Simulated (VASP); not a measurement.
# MgO (Fm-3m) in VASP: a series of runs

The runs below take MgO through single point, relaxation of cell and atoms, with LDA.

All numbers are computed with VASP 6.6.1; they aren't measurements. Logs are shortened: lines on timing, memory, paths and dates and some standing lists are left out, and cuts for length are marked.

**The experiment to reproduce.**

“Electronic structure of alkaline earth and post-transition metal oxides”, 2009, arxiv:0908.1581 quotes, for a bulk crystal of MgO: band gap 7.83 eV.

How close the calculation comes is told below.

## Step 1: The cell of the first run

It takes space group Fm-3m (No. 225, cubic). The conventional cell has a = 4.159 Å, b = 4.159 Å, c = 4.159 Å, α = 90.00°, β = 90.00°, γ = 90.00°. Mg (site symmetry m-3m) has 6 O at 2.08 Å within 2.8 Å. Within 2.8 Å of O (site symmetry m-3m) lie 6 Mg at 2.08 Å.

## Step 2: Single point, LDA

File INCAR:

```
PREC     = Accurate       # precision mode
ENCUT    = 750            # plane-wave cutoff, eV
EDIFF    = 1E-6           # SCF threshold, eV
ISMEAR   = 0              # smearing method
SIGMA    = 0.02           # smearing width, eV
LREAL    = False          # projectors in reciprocal space
LASPH    = True           # aspherical terms in the spheres
NELM     = 120            # most SCF steps
ALGO     = Normal         # electronic algorithm
ISIF     = 2              # what is computed and relaxed
LWAVE    = False          # write WAVECAR
LCHARG   = False          # write CHGCAR
GGA      = CA             # functional
NBANDS   = 15             # bands
GGA_COMPAT= False
```

File KPOINTS:

```
Automatic mesh
0
Gamma
  10 10 10
```

File POSCAR:

```
MgO
1.0
    0.0000000000      2.0796058480      2.0796058480
    2.0796058480      0.0000000000      2.0796058480
    2.0796058480      2.0796058480      0.0000000000
Mg O
1 1
Direct
    0.0000000000      0.0000000000      0.0000000000
    0.5000000000      0.5000000000      0.5000000000
```

Potentials or basis: VASP PAW LDA potentials, release 64 (Mg_sv, O).

On the command line:

```sh
$ cat potpaw_LDA.64/Mg_sv/POTCAR potpaw_LDA.64/O/POTCAR > POTCAR
$ mpirun -np 1 vasp_std > vasp.out
```

OUTCAR:

```text
PREC = Accurate
   ENCUT = 750
   EDIFF = 1E-6
   ISMEAR = 0
   LREAL = False
   LASPH = True
   NELM = 120
   ISIF = 2
   GGA = CA

 ion  position               nearest neighbor table
   1  0.000  0.000  0.000-   2 2.08   2 2.08   2 2.08   2 2.08   2 2.08   2 2.08
   2  0.500  0.500  0.500-   1 2.08   1 2.08   1 2.08   1 2.08   1 2.08   1 2.08

  LATTYP: Found a face centered cubic cell.
 ALAT       =     4.1592116960

  Lattice vectors:

 A1 = (   0.0000000000,   2.0796058480,   2.0796058480)
 A2 = (   2.0796058480,   0.0000000000,   2.0796058480)
 A3 = (   2.0796058480,   2.0796058480,   0.0000000000)

Analysis of symmetry for initial positions (statically):
=====================================================================
 Subroutine PRICEL returns:
 Original cell was already a primitive cell.

 Routine SETGRP: Setting up the symmetry group for a
 face centered cubic supercell.

 Subroutine GETGRP returns: Found 48 space group operations
 (whereof 48 operations were pure point group operations)
 out of a pool of 48 trial point group operations.

The static configuration has the point symmetry O_h .

Analysis of symmetry for dynamics (positions and initial velocities):
=====================================================================
 Subroutine PRICEL returns:
 Original cell was already a primitive cell.

 Routine SETGRP: Setting up the symmetry group for a
 face centered cubic supercell.

 Subroutine GETGRP returns: Found 48 space group operations
 (whereof 48 operations were pure point group operations)
 out of a pool of 48 trial point group operations.

The dynamic configuration has the point symmetry O_h .

 Subroutine INISYM returns: Found 48 space group operations
 (whereof 48 operations are pure point group operations),
 and found     1 'primitive' translations

----------------------------------------------------------------------------------------

                                     Primitive cell

  volume of cell :      17.9876

  direct lattice vectors                    reciprocal lattice vectors
     0.000000000  2.079605848  2.079605848    -0.240430176  0.240430176  0.240430176
     2.079605848  0.000000000  2.079605848     0.240430176 -0.240430176  0.240430176
     2.079605848  2.079605848  0.000000000     0.240430176  0.240430176 -0.240430176

  length of vectors
     2.941006795  2.941006795  2.941006795     0.416437280  0.416437280  0.416437280

  position of ions in fractional coordinates (direct lattice)
     0.000000000  0.000000000  0.000000000
     0.500000000  0.500000000  0.500000000

  ion indices of the primitive-cell ions
[... 88 lines left out ...]
   EMIN   =  10.00;   EMAX   =-10.00  energy-range for DOS
   EFERMI =   0.00;   METHOD = LEGACY
   ISMEAR =     0;   SIGMA  =   0.02  broadening in eV -4-tet -1-fermi 0-gaus
   EFERMI_NEDOS =   21; number of points for ismear=-14 and -15
   IALGO  =     38    algorithm
   IMIX   =      4    mixing-type and parameters
     AMIX     =   0.40;   BMIX     =  1.00
     AMIX_MAG =   1.60;   BMIX_MAG =  1.00
  volume/ion in A,a.u.               =       8.99        60.69
  Fermi-wavevector in a.u.,A,eV,Ry     =   1.574432  2.975244 33.726596  2.478835
  Thomas-Fermi vector in A             =   2.675567
   LORBIT       =      0    0 simple, 1 ext, 2 COOP (PROOUT), +10 PAW based schemes
   GGA     = CA    functional components
   LHFCALC =     F    Hartree Fock is set to
   AEXX    =    0.0000 exact exchange contribution
   IVDW    =     0    specifies the selected vdW correction
   LEPSILON=     F    determine dielectric tensor
   LRPA    =     F    only Hartree local field effects (RPA)
 non-spin polarized calculation
 Gauss-broadening in eV      SIGMA  =   0.02
  energy-cutoff  :      750.00
  volume of cell :       17.99
 maximum number of plane-waves:       869
 NGX is ok and might be reduce to    28
   NGX = 13   NGY = 13   NGZ = 13

 number of electron      15.9999996 magnetization

 Free energy of the ion-electron system (eV)
  ---------------------------------------------------
  ext. energy  EPLUGINS =         0.00000000
  ---------------------------------------------------
  free energy    TOTEN  =       -13.23528590 eV

  energy without entropy =      -13.23528590  energy(sigma->0) =      -13.23528590

 E-fermi :   3.0756     XC(G=0): -12.1305

 val. band max:        2.8609580613   @ k =   0.0000   0.0000   0.0000
 cond. band min:       7.9088226331   @ k =   0.0000   0.0000   0.0000
 fundamental gap:      5.0478645718
 Fermi energy:         3.0756312209

 k-point     1 :       0.0000    0.0000    0.0000
  band No.  band energies     occupation
      1     -68.3533      2.00000
      2     -35.8130      2.00000
      3     -35.8130      2.00000
      4     -35.8130      2.00000
      5     -14.3246      2.00000
      6       2.8610      2.00000
      7       2.8610      2.00000
      8       2.8610      2.00000
      9       7.9088      0.00000
     10      18.5959      0.00000
     11      18.5959      0.00000
     12      18.5959      0.00000
     13      22.7246      0.00000
     14      24.4044      0.00000
[... 401 lines left out ...]
      2     -35.8869      2.00000
      3     -35.8423      2.00000
      4     -35.8392      2.00000
      5     -12.9316      2.00000
      6      -0.8759      2.00000
      7       1.4825      2.00000
      8       1.7160      2.00000
      9      12.5788      0.00000
     10      13.0072      0.00000
     11      16.6048      0.00000
     12      21.2263      0.00000
     13      21.4436      0.00000
     14      27.8874      0.00000
     15      30.3259      0.00000

 [... further k-points ...]

------------------------ aborting loop because EDIFF is reached ----------------------------------------

  FORCE on cell =-STRESS in cart. coord.  units (eV):
  Direction    XX          YY          ZZ          XY          YZ          ZX
  --------------------------------------------------------------------------------------
  -------------------------------------------------------------------------------------
  Total        0.0061187      0.0061187      0.0061187      0.0000000      0.0000000      0.0000000
  in kB        0.5450000      0.5450000      0.5450000      0.0000000      0.0000000      0.0000000
  external PRESSURE =       0.5450000 kB  Pullay stress =       0.0000000 kB

 VOLUME and BASIS-vectors are now :
 -----------------------------------------------------------------------------
  energy-cutoff  :      750.00
  volume of cell :       17.99
      direct lattice vectors                 reciprocal lattice vectors
     0.000000000  2.079605848  2.079605848    -0.240430176  0.240430176  0.240430176
     2.079605848  0.000000000  2.079605848     0.240430176 -0.240430176  0.240430176
     2.079605848  2.079605848  0.000000000     0.240430176  0.240430176 -0.240430176

 POSITION                                       TOTAL-FORCE (eV/Angst)
 -----------------------------------------------------------------------------------
      0.00000      0.00000      0.00000         0.000000      0.000000      0.000000
      2.07961      2.07961      2.07961         0.000000      0.000000     -0.000000
 -----------------------------------------------------------------------------------
    total drift:                                0.000000      0.000000      0.000000

  FREE ENERGIE OF THE ION-ELECTRON SYSTEM (eV)
  ---------------------------------------------------
  free  energy   TOTEN  =       -13.2352859050 eV

  energy  without entropy=      -13.2352859050  energy(sigma->0) =      -13.23528590
```

OSZICAR:

```text
N       E                     dE             d eps       ncg     rms          rms(c)
DAV:   1     0.153242477609E+03    0.15324E+03   -0.12670E+04  1410   0.162E+03
DAV:   2    -0.967296489846E+01   -0.16292E+03   -0.15475E+03  1683   0.421E+02
DAV:   3    -0.147907117257E+02   -0.51177E+01   -0.50938E+01  1821   0.737E+01
DAV:   4    -0.148608477228E+02   -0.70136E-01   -0.70129E-01  1620   0.850E+00
DAV:   5    -0.148618705403E+02   -0.10228E-02   -0.10228E-02  1774   0.863E-01    0.846E+00
DAV:   6    -0.132987647420E+02    0.15631E+01   -0.24099E+00  1529   0.150E+01    0.273E+00
DAV:   7    -0.132636627100E+02    0.35102E-01   -0.13526E-01  1669   0.323E+00    0.165E+00
DAV:   8    -0.132365116552E+02    0.27151E-01   -0.43865E-02  1725   0.205E+00    0.347E-01
DAV:   9    -0.132352526506E+02    0.12590E-02   -0.36476E-03  1550   0.532E-01    0.758E-02
DAV:  10    -0.132352930940E+02   -0.40443E-04   -0.14277E-04  1809   0.143E-01    0.342E-02
DAV:  11    -0.132352859862E+02    0.71078E-05   -0.10927E-05  1641   0.365E-02    0.437E-03
DAV:  12    -0.132352859050E+02    0.81209E-07   -0.18099E-07  1006   0.600E-03
   1 F= -.13235286E+02 E0= -.13235286E+02  d E =-.311732E-54
```

stdout:

```text
POSCAR found type information on POSCAR MgO
 POSCAR found :  2 types and       2 ions
 scaLAPACK will be used
 LDA part: xc-table for (Slater(with rela. corr.)+CA(PZ))
 , standard interpolation
 POSCAR, INCAR and KPOINTS ok, starting setup
 FFT: planning ... GRIDC
 FFT: planning ... GRID_SOFT
 FFT: planning ... GRID
 WAVECAR not read
 entering main loop
```

Wall time 14 s (1 thread of AMD EPYC 9R45 (Zen 5), shared host); peak memory 0.12 GiB.

Results:

```yaml
Free_energy: -13.2353 eV
Pressure: 0.1 GPa
Band_gap_on_the_k_mesh: 5.05 eV
```

## Step 3: Relaxation of cell and atoms, LDA

This run uses another cell than the first one, of 9.37 Å³/atom.

File INCAR:

```
PREC = Accurate
ENCUT = 750
EDIFF = 1E-7
ISMEAR = 0
SIGMA = 0.02
LREAL = F
LASPH = T
NELM = 120
ALGO = Normal
ISIF = 3
LWAVE = F
LCHARG = F
GGA = CA
IBRION = 2
NSW = 100
EDIFFG = -0.005
GGA_COMPAT = F
NELMIN = 4
```

KPOINTS is that of step 2.

File POSCAR:

```
MgO
1.0
    0.0000000000      2.1085000000      2.1085000000
    2.1085000000      0.0000000000      2.1085000000
    2.1085000000      2.1085000000      0.0000000000
Mg O
1 1
Direct
    0.0000000000      0.0000000000      0.0000000000
    0.5000000000      0.5000000000      0.5000000000
```

Potentials or basis: VASP PAW LDA potentials, release 64 (Mg_sv, O).

On the command line:

```sh
$ cat potpaw_LDA.64/Mg_sv/POTCAR potpaw_LDA.64/O/POTCAR > POTCAR
$ mpirun -np 1 vasp_std > vasp.out
```

Run time: 23 s. Hardware: 1 thread of Intel Xeon 6975P-C (Granite Rapids), shared host; peak memory 0.15 GiB.

It converged, with:

- Free energy: -13.2400 eV
- Relaxed volume: 9.01 Å³/atom
- Relaxed cell: a = 2.942 Å, b = 2.942 Å, c = 2.942 Å, α = 60.00°, β = 60.00°, γ = 60.00°
- Space group after relaxing (to 0.1 Å): Fm-3m (No. 225)
- Energy gained by relaxing: 7.8 meV/atom
- Ionic steps: 3
- Pressure after relaxing: 0.0 GPa
- Band gap on the k mesh: 5.03 eV

The path:
| step | energy change (eV) | largest force (eV/Å) | pressure (GPa) | volume (Å³) |
| --- | --- | --- | --- | --- |
| 1 | 0.0000 | 0.0000 | -6.55 | 18.75 |
| 2 | -0.0130 | 0.0000 | 2.93 | 17.73 |
| 3 | -0.0156 | 0.0000 | 0.02 | 18.01 |

Final structure:
```xyz
2
Lattice="0.0000 2.0805 2.0805 2.0805 0.0000 2.0805 2.0805 2.0805 0.0000" Properties=species:S:1:pos:R:3 pbc="T T T"
Mg    0.0000    0.0000    0.0000
O     2.0805    2.0805    2.0805
```

Levels at points of the mesh, in eV from the valence-band top:
| k point | band 5 | band 6 | band 7 | band 8 | band 9 | band 10 | band 11 | band 12 |
| --- | --- | --- | --- | --- | --- | --- | --- | --- |
| (0.00, 0.00, 0.00) | -17.18 | 0.00 | 0.00 | 0.00 | 5.03 | 15.73 | 15.73 | 15.73 |
| (0.50, 0.00, 0.00) | -15.70 | -4.86 | -0.71 | -0.71 | 7.97 | 12.83 | 16.38 | 16.38 |
| (0.50, 0.50, 0.00) | -15.46 | -4.27 | -1.42 | -1.42 | 8.93 | 10.13 | 13.28 | 19.20 |

LDA usually gives volumes a few per cent too small. Zero-point motion and thermal expansion aren't in these numbers.

## Step 4: How close it comes

Step 2. Against the measured gap of MgO, 7.83 eV (quoted in “Electronic structure of alkaline earth and post-transition metal oxides”, 2009, arxiv:0908.1581), the calculated 5.05 eV is off by -2.78 eV. The value is that of LDA, without temperature or zero-point motion. Semilocal functionals fall short of measured gaps as a rule.
